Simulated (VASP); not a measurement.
The system is CdO.

```
Cd O
1.0
     0.00000    2.35300    2.35300
     2.35300    0.00000    2.35300
     2.35300    2.35300    0.00000
Cd O
1 1
Direct
  0.00000 0.00000 0.00000
  0.50000 0.50000 0.50000
```

Base run:

```yaml
Program: VASP 6.6.1
Functional: r2SCAN
Potentials_or_basis: VASP PAW PBE potentials, release 64 (Cd, O)
Cutoff: 660 eV
k_mesh: 10 × 10 × 10
Occupations: fermi-dirac, width 0.02 eV
Spin: no spin polarisation
```

Its results: band gap on the k mesh 0.07 eV (least direct gap 1.40 eV); pressure 1.5 GPa.

**Question.** The run is repeated on the same cell with these changes: functional from r2SCAN to PBE; cutoff from 660 eV to 600 eV. What comes out?

**Answer.** Band gap on the k mesh zero (bands 9 and 10 overlap by 0.44 eV); pressure 6.6 GPa.

Caveats: the PAW data sets were made with another functional, which shifts forces and pressure a little (at least some runs); the cell stands under pressure (at least some runs); semilocal functionals underestimate gaps, so a narrow gap can read as zero (at least some runs).

A k mesh can miss the band edges.
